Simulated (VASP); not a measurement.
Crystal: As.

```
As
1.0
     1.82500   -5.50000    0.00000
     1.82500    5.50000    0.00000
     0.00000    0.00000    4.47000
As
4
Direct
  0.39000 0.61000 0.56000
  0.89000 0.11000 0.94000
  0.61000 0.39000 0.44000
  0.11000 0.89000 0.06000
```

| Item | Value |
| --- | --- |
| Program | VASP 6.6.1 |
| Task | relaxation of cell and atoms |
| Functional | PBEsol |
| Potentials or basis | VASP PAW PBE potentials, release 64 (As) |
| Cutoff | 600 eV |
| k mesh | 8 × 8 × 6 |
| Occupations | fermi-dirac, width 0.05 eV |
| Spin | no spin polarisation |

At the start: pressure 0.1 GPa; volume 22.43 Å³/atom.

Task: How do energy, volume and symmetry change on relaxing?

Result: Over 18 steps the energy falls by 5.9 meV/atom and the volume is 21.68 Å³/atom (-3.3 %); space group Cmce (No. 64, to 0.1 Å) before and after.

Step by step:
| step | energy change (eV) | largest force (eV/Å) | pressure (GPa) | volume (Å³) |
| --- | --- | --- | --- | --- |
| 1 | 0.0000 | 0.1183 | 0.12 | 89.74 |
| 2 | -0.0058 | 0.0351 | -0.27 | 89.95 |
| 3 | -0.0068 | 0.0828 | -0.50 | 90.09 |
| 4 | -0.0110 | 0.1020 | -0.26 | 89.50 |
| 5 | -0.0133 | 0.1581 | 0.11 | 88.64 |
| 6 | -0.0171 | 0.0923 | -0.15 | 88.27 |
| 7 | -0.0192 | 0.0259 | -0.59 | 87.60 |
| 8 | -0.0216 | 0.0274 | -0.30 | 86.75 |
| 9 | -0.0220 | 0.0404 | -0.13 | 86.26 |
| 10 | -0.0225 | 0.0275 | -0.01 | 86.27 |
| 11 | -0.0228 | 0.0282 | 0.14 | 86.29 |
| 12 | -0.0228 | 0.0332 | 0.20 | 86.29 |
| 13 | -0.0232 | 0.0240 | 0.05 | 86.55 |
| 14 | -0.0233 | 0.0228 | -0.04 | 86.73 |
| 15 | -0.0234 | 0.0072 | -0.02 | 86.74 |
| 16 | -0.0234 | 0.0033 | -0.01 | 86.74 |
| 17 | -0.0234 | 0.0045 | 0.00 | 86.74 |
| 18 | -0.0235 | 0.0067 | 0.01 | 86.74 |

Final structure:
```
As
1.0
     1.87282   -5.45051    0.00000
     1.87282    5.45051    0.00000
     0.00000    0.00000    4.24849
As
4
Cartesian
  1.8728 1.2235 2.3520
  1.8728 -4.2270 4.0207
  1.8728 -1.2235 1.8965
  1.8728 4.2270 0.2278
```

Caveat: the PAW data sets were made with another functional, which shifts forces and pressure a little.
